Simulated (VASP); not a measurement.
# Hf (Pm-3m) in VASP: notebook

Hf is run at these levels: B3LYP, HSE06; tasks: single point.

All numbers are computed with VASP 6.6.1; they aren't measurements. Logs are shortened: lines on timing, memory, paths and dates and some standing lists are left out, and cuts for length are marked.

## 1. The cell of the first run

It takes space group Pm-3m (No. 221, cubic). The conventional cell has a = 2.914 Å, b = 2.914 Å, c = 2.914 Å, α = 90.00°, β = 90.00°, γ = 90.00°. Within 3.8 Å of Hf (site symmetry m-3m) lie 6 Hf at 2.91 Å.

## 2. Single point, B3LYP

The input, POSCAR:

```
Hf
1.0
    2.9138100000      0.0000000000      0.0000000000
    0.0000000000      2.9138100000      0.0000000000
    0.0000000000      0.0000000000      2.9138100000
Hf
1
Direct
    0.5000000000      0.5000000000      0.5000000000
```

The input, INCAR.step1:

```
ALGO = Normal ; EDIFF = 1E-5
ENCUT = 520 ; GGA = PE
ISIF = 2 ; ISMEAR = -1
LASPH = True ; LREAL = False
LWAVE = True ; NBANDS = 11
NELM = 60 ; PREC = Accurate
SIGMA = 0.05
```

The input, INCAR.step2:

```
AEXX = 0.2 ; AGGAC = 0.81
AGGAX = 0.72 ; ALDAC = 0.19
ALGO = Normal ; EDIFF = 1E-6
ENCUT = 520 ; GGA = B3
ISIF = 2 ; ISMEAR = -1
ISTART = 1 ; LASPH = True
LCHARG = True ; LELF = True
LHFCALC = True ; LREAL = False
LVHAR = True ; LWAVE = False
NBANDS = 11 ; NELM = 60
PREC = Accurate ; PRECFOCK = Normal
SIGMA = 0.05
```

The input, KPOINTS:

```
k-points
0
Gamma
  5 5 5
```

Potentials or basis: VASP PAW PBE potentials, release 64 (Hf_pv).

Command:

```console
$ cat potpaw_PBE.64/Hf_pv/POTCAR > POTCAR
$ cp INCAR.step1 INCAR
$ mpirun -np 1 vasp_std > vasp.out
$ cp INCAR.step2 INCAR
$ mpirun -np 1 vasp_std > vasp.out
```

OUTCAR:

```text
AEXX = 0.2
   EDIFF = 1E-6
   ENCUT = 520
   GGA = B3
   ISIF = 2
   ISMEAR = -1
   ISTART = 1
   LASPH = True
   LHFCALC = True
   LREAL = False
   NELM = 60
   PREC = Accurate
   PRECFOCK = Normal

 ion  position               nearest neighbor table
   1  0.500  0.500  0.500-

  LATTYP: Found a simple cubic cell.
 ALAT       =     2.9138100000

  Lattice vectors:

 A1 = (   2.9138100000,   0.0000000000,   0.0000000000)
 A2 = (   0.0000000000,   2.9138100000,   0.0000000000)
 A3 = (   0.0000000000,   0.0000000000,   2.9138100000)

Analysis of symmetry for initial positions (statically):
=====================================================================
 Subroutine PRICEL returns:
 Original cell was already a primitive cell.

 Routine SETGRP: Setting up the symmetry group for a
 simple cubic supercell.

 Subroutine GETGRP returns: Found 48 space group operations
 (whereof 48 operations were pure point group operations)
 out of a pool of 48 trial point group operations.

The static configuration has the point symmetry O_h .

Analysis of symmetry for dynamics (positions and initial velocities):
=====================================================================
 Subroutine PRICEL returns:
 Original cell was already a primitive cell.

 Routine SETGRP: Setting up the symmetry group for a
 simple cubic supercell.

 Subroutine GETGRP returns: Found 48 space group operations
 (whereof 48 operations were pure point group operations)
 out of a pool of 48 trial point group operations.

The dynamic configuration has the point symmetry O_h .

 Subroutine INISYM returns: Found 48 space group operations
 (whereof 48 operations are pure point group operations),
 and found     1 'primitive' translations

----------------------------------------------------------------------------------------

                                     Primitive cell

  volume of cell :      24.7391

  direct lattice vectors                    reciprocal lattice vectors
     2.913810000  0.000000000  0.000000000     0.343193276  0.000000000  0.000000000
     0.000000000  2.913810000  0.000000000     0.000000000  0.343193276  0.000000000
     0.000000000  0.000000000  2.913810000     0.000000000  0.000000000  0.343193276

  length of vectors
     2.913810000  2.913810000  2.913810000     0.343193276  0.343193276  0.343193276

  position of ions in fractional coordinates (direct lattice)
     0.500000000  0.500000000  0.500000000

  ion indices of the primitive-cell ions
   primitive index   ion index
                 1           1

----------------------------------------------------------------------------------------

 KPOINTS: k-points

Automatic generation of k-mesh.
 Grid dimensions read from file:
 generate k-points for:    5    5    5

 Generating k-lattice:

  Cartesian coordinates                     Fractional coordinates (reciprocal lattice)
     0.068638655  0.000000000  0.000000000     0.200000000  0.000000000  0.000000000
     0.000000000  0.068638655  0.000000000     0.000000000  0.200000000  0.000000000
     0.000000000  0.000000000  0.068638655     0.000000000  0.000000000  0.200000000

  Length of vectors
     0.068638655  0.068638655  0.068638655

  Shift w.r.t. Gamma in fractional coordinates (k-lattice)
     0.000000000  0.000000000  0.000000000

 Subroutine IBZKPT returns following result:
 ===========================================

 Found     10 irreducible k-points:

 Following reciprocal coordinates:
            Coordinates               Weight
  0.000000  0.000000  0.000000      1.000000
  0.200000  0.000000  0.000000      6.000000
  0.400000  0.000000  0.000000      6.000000
  0.200000  0.200000  0.000000     12.000000
  0.400000  0.200000  0.000000     24.000000
  0.400000  0.400000  0.000000     12.000000
  0.200000  0.200000  0.200000      8.000000
  0.400000  0.200000  0.200000     24.000000
  0.400000  0.400000  0.200000     24.000000
  0.400000  0.400000  0.400000      8.000000
   k-points           NKPTS =     10   k-points in BZ     NKDIM =    125   number of bands    NBANDS=     11
   number of dos      NEDOS =    301   number of ions     NIONS =      1
   total plane-waves  NPLWV =  13824
   dimension x,y,z NGX =    24 NGY =   24 NGZ =   24
   dimension x,y,z NGXF=    48 NGYF=   48 NGZF=   48
   ions per type =               1
   NGX,Y,Z   is equivalent  to a cutoff of  13.69, 13.69, 13.69 a.u.
   NGXF,Y,Z  is equivalent  to a cutoff of  27.39, 27.39, 27.39 a.u.
 SYSTEM =  unknown system
   PREC   = accura    normal or accurate (medium, high low for compatibility)
   ISTART =      1    job   : 0-new  1-cont  2-samecut
   ICHARG =      0    charge: 1-file 2-atom 10-const
   ISPIN  =      1    spin polarized calculation?
   LNONCOLLINEAR =      F non collinear calculations
   LSORBIT =      F    spin-orbit coupling
   LASPH  =      T    aspherical Exc in radial PAW
   ENCUT  =  520.0 eV  38.22 Ry    6.18 a.u.   5.42  5.42  5.42*2*pi/ulx,y,z
   NELM   =     60;   NELMIN=  2; NELMDL=  0     # of ELM steps
   EDIFF  = 0.1E-05   stopping-criterion for ELM
   LREAL  =      F    real-space projection
   EDIFFG = 0.1E-04   stopping-criterion for IOM
   NSW    =      0    number of steps for IOM
   IBRION =     -1    ionic relax: 0-MD 1-quasi-New 2-CG
   NFREE  =      0    steps in history (QN), initial steepest desc. (CG)
   ISIF   =      2    stress and relaxation
   ISYM   =      3    0-nonsym 1-usesym 2-fastsym
   POTIM  = 0.5000    time-step for ionic-motion
   TEBEG  =    0.0;   TEEND  =   0.0 temperature during run
   PSTRESS=    0.0 pullay stress
   NELECT =      10.0000    total number of electrons
   NUPDOWN=      -1.0000    fix difference up-down
   EMIN   =  10.00;   EMAX   =-10.00  energy-range for DOS
   EFERMI =   0.00;   METHOD = LEGACY
   ISMEAR =    -1;   SIGMA  =   0.05  broadening in eV -4-tet -1-fermi 0-gaus
   EFERMI_NEDOS =   21; number of points for ismear=-14 and -15
   IALGO  =     38    algorithm
   IMIX   =      1    mixing-type and parameters
     AMIX     =   0.40;   BMIX     =  1.00
     AMIX_MAG =   1.60;   BMIX_MAG =  1.00
  volume/ion in A,a.u.               =      24.74       166.95
  Fermi-wavevector in a.u.,A,eV,Ry     =   1.210450  2.287419 19.935117  1.465190
  Thomas-Fermi vector in A             =   2.345997
   LORBIT       =      0    0 simple, 1 ext, 2 COOP (PROOUT), +10 PAW based schemes
   GGA     = B3    functional components
   LHFCALC =     T    Hartree Fock is set to
   PRECFOCK=normal    Normal, Fast or Accurate (Low or Medium for compatibility)
   ENCUT4O =  -1.0   cutoff for four orbital integrals eV
   NKREDX  =     1    reduce k-point grid by
   NKREDY  =     1    reduce k-point grid by
   NKREDZ  =     1    reduce k-point grid by
   AEXX    =    0.2000 exact exchange contribution
   HFSCREEN=    0.0000 screening length (either q_TF or 0.3 A-1)
   HFSCREENC=   0.0000 screening length for correlation (either q_TF or 0.3 A-1)
   ENCUTFOCK=  -1.0 apply spherical cutoff to Coloumb kernel
   IVDW    =     0    specifies the selected vdW correction
   LEPSILON=     F    determine dielectric tensor
   LRPA    =     F    only Hartree local field effects (RPA)
 non-spin polarized calculation
  energy-cutoff  :      520.00
  volume of cell :       24.74
 maximum number of plane-waves:       691
 NGX is ok and might be reduce to    24
  NGX = 18; NGY = 18; NGZ = 18

 number of electron      10.0000004 magnetization

 Free energy of the ion-electron system (eV)
  ---------------------------------------------------
  ext. energy  EPLUGINS =         0.00000000
  ---------------------------------------------------
  free energy    TOTEN  =        -9.46294631 eV

  energy without entropy =       -9.45968658  energy(sigma->0) =       -9.46131645

 E-fermi :   3.9744     XC(G=0):  -8.5519

 val. band max:        3.8407208320   @ k =   0.4000   0.0000   0.0000
 cond. band min:       4.5632210753   @ k =   0.2000   0.2000   0.2000
 fundamental gap:      0.7225002432
 Fermi energy:         3.9743991961

 k-point     1 :       0.0000    0.0000    0.0000
  band No.  band energies     occupation
      1     -28.1405      2.00000
      2     -28.1405      2.00000
      3     -28.1405      2.00000
      4      -3.4513      2.00000
      5       1.9454      2.00000
      6       1.9454      2.00000
      7      11.3465      0.00000
      8      11.3465      0.00000
      9      11.3466      0.00000
     10      18.0215      0.00000
     11      18.0215      0.00000

 k-point     2 :       0.2000    0.0000    0.0000
  band No.  band energies     occupation
      1     -28.5160      2.00000
      2     -28.1085      2.00000
      3     -28.1085      2.00000
      4      -2.3880      2.00000
      5       2.3328      2.00000
      6       2.9490      2.00000
      7       9.7377      0.00000
      8       9.7377      0.00000
      9      11.4751      0.00000
     10      14.7697      0.00000
     11      17.8452      0.00000

 k-point     3 :       0.4000    0.0000    0.0000
  band No.  band energies     occupation
      1     -29.0819      2.00000
      2     -28.0556      2.00000
      3     -28.0556      2.00000
      4      -0.2877      2.00000
      5       3.0595      2.00000
      6       3.8407      1.87090
      7       8.0116      0.00000
      8       8.0116      0.00000
      9      11.6911      0.00000
     10      13.8402      0.00000
     11      18.2292      0.00000
[... 71 lines left out ...]
 k-point     9 :       0.4000    0.4000    0.2000
  band No.  band energies     occupation
      1     -28.9047      2.00000
      2     -28.8911      2.00000
      3     -28.3155      2.00000
      4       1.4297      2.00000
      5       4.6483      0.00000
      6       5.5361      0.00000
      7       6.3232      0.00000
      8      10.2295      0.00000
      9      10.5715      0.00000
     10      15.6733      0.00000
     11      16.4417      0.00000

 k-point    10 :       0.4000    0.4000    0.4000
  band No.  band energies     occupation
      1     -28.8340      2.00000
      2     -28.8162      2.00000
      3     -28.8162      2.00000
      4       2.1850      2.00000
      5       3.0059      2.00000
      6       3.0059      2.00000
      7      10.8322      0.00000
      8      10.8322      0.00000
      9      11.9394      0.00000
     10      13.4551      0.00000
     11      17.8040      0.00000

------------------------ aborting loop because EDIFF is reached ----------------------------------------

  FORCE on cell =-STRESS in cart. coord.  units (eV):
  Direction    XX          YY          ZZ          XY          YZ          ZX
  --------------------------------------------------------------------------------------
  -------------------------------------------------------------------------------------
  Total        0.3513632      0.3513632      0.3513632      0.0000000     -0.0000000      0.0000000
  in kB       22.7553284     22.7553284     22.7553284      0.0000000     -0.0000000      0.0000000
  external PRESSURE =      22.7553284 kB  Pullay stress =       0.0000000 kB

 VOLUME and BASIS-vectors are now :
 -----------------------------------------------------------------------------
  energy-cutoff  :      520.00
  volume of cell :       24.74
      direct lattice vectors                 reciprocal lattice vectors
     2.913810000  0.000000000  0.000000000     0.343193276  0.000000000  0.000000000
     0.000000000  2.913810000  0.000000000     0.000000000  0.343193276  0.000000000
     0.000000000  0.000000000  2.913810000     0.000000000  0.000000000  0.343193276

 POSITION                                       TOTAL-FORCE (eV/Angst)
 -----------------------------------------------------------------------------------
      1.45690      1.45690      1.45690         0.000000      0.000000      0.000000
 -----------------------------------------------------------------------------------
    total drift:                               -0.000000      0.000000      0.000000

  FREE ENERGIE OF THE ION-ELECTRON SYSTEM (eV)
  ---------------------------------------------------
  free  energy   TOTEN  =        -9.4629463117 eV

  energy  without entropy=       -9.4596865838  energy(sigma->0) =       -9.46131645
```

It took 98 s on 1 thread of Intel Xeon 6975P-C (Granite Rapids), shared host; peak memory 0.14 GiB.

Results:

```yaml
Free_energy: -9.4629 eV
Pressure: 2.3 GPa
Band_gap_on_the_k_mesh: zero (band 5 reaches 4.65 eV, above the bottom of band 6 at 1.95 eV)
```

Caveat: the k points lie up to 0.43 Å⁻¹ apart; the PAW data sets were made with another functional, which shifts forces and pressure a little; spin-orbit coupling is left out, which moves the levels of the heavy elements.

## 3. Single point, HSE06

This run uses another cell than the first one, of 25.13 Å³/atom, 1.016 times its volume.

The input, POSCAR:

```
Hf
1.0
    2.9292131605      0.0000000000      0.0000000000
    0.0000000000      2.9292131605      0.0000000000
    0.0000000000      0.0000000000      2.9292131605
Hf
1
Direct
    0.5000000000      0.5000000000      0.5000000000
```

The input, INCAR.step1:

```
SYSTEM = Hf
  PREC = Accurate
  ENCUT = 520
  EDIFF = 1E-5
  ISMEAR = -1
  SIGMA = 0.05
  LREAL = .FALSE.
  LASPH = .TRUE.
  NELM = 60
  ALGO = Normal
  ISIF = 2
  LWAVE = .TRUE.
  LCHARG = .FALSE.
  NBANDS = 11
  GGA = PE
```

The input, INCAR.step2:

```
SYSTEM = Hf
  PREC = Accurate
  ENCUT = 520
  EDIFF = 1E-6
  ISMEAR = -1
  SIGMA = 0.05
  LREAL = .FALSE.
  LASPH = .TRUE.
  NELM = 60
  ALGO = Normal
  ISIF = 2
  LWAVE = .FALSE.
  LCHARG = .FALSE.
  GGA = PE
  LHFCALC = .TRUE.
  HFSCREEN = 0.2079
  PRECFOCK = Normal
  NBANDS = 11
  ISTART = 1
```

The input, KPOINTS:

```
regular mesh
0
G
  5 5 5
  0 0 0
```

Potentials or basis: VASP PAW PBE potentials, release 64 (Hf_pv).

Command:

```console
$ cat potpaw_PBE.64/Hf_pv/POTCAR > POTCAR
$ cp INCAR.step1 INCAR
$ mpirun -np 1 vasp_std > vasp.out
$ cp INCAR.step2 INCAR
$ mpirun -np 1 vasp_std > vasp.out
```

Run time: 2 min. Hardware: 1 thread of Intel Xeon 6975P-C (Granite Rapids), shared host; peak memory 0.24 GiB.

The run converged. Its results:

| Quantity | Value |
| --- | --- |
| Free energy | -9.9082 eV |
| Pressure | -1.5 GPa |
| Band gap on the k mesh | zero (band 5 reaches 4.00 eV, above the bottom of band 6 at 1.94 eV) |

Levels at points of the mesh, in eV from the Fermi level:
```csv
k point,band 3,band 4,band 5,band 6,band 7,band 8
"(0.00, 0.00, 0.00)",-32.59,-7.58,-1.83,-1.83,7.06,7.06
```

Caveat: the k points lie up to 0.43 Å⁻¹ apart; the PAW data sets were made with another functional, which shifts forces and pressure a little; spin-orbit coupling is left out, which moves the levels of the heavy elements.
